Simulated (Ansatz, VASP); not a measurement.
# AlGaN2: VASP beside Ansatz

```
Al N Ga
1.0
     2.92256    0.00000    0.00000
     0.00000    2.92256    0.00000
     0.00000    0.00000    4.13723
Al N Ga
1 2 1
Direct
  0.00000 0.00000 0.00000
  0.00000 0.00000 0.50000
  0.50000 0.50000 0.00000
  0.50000 0.50000 0.50000
```

Alike in both runs: task single point; functional PBE; k mesh 8 × 8 × 6; occupations fermi-dirac, width 0.02 eV; non-collinear spin, spin-orbit coupling.

|  | VASP | Ansatz |
| --- | --- | --- |
| version | VASP 6.6.1 | Ansatz 0.2.0 |
| potentials or method | VASP PAW PBE potentials, release 64 (Al, N, Ga_d) | plane waves, PAW |
| plane-wave cutoff (eV) | 600 | 420 |
| valence electrons in the cell | 26 | 26 |

```tsv
	VASP	Ansatz	Ansatz less VASP
pressure (GPa)	7.5	7.3	-0.18
```
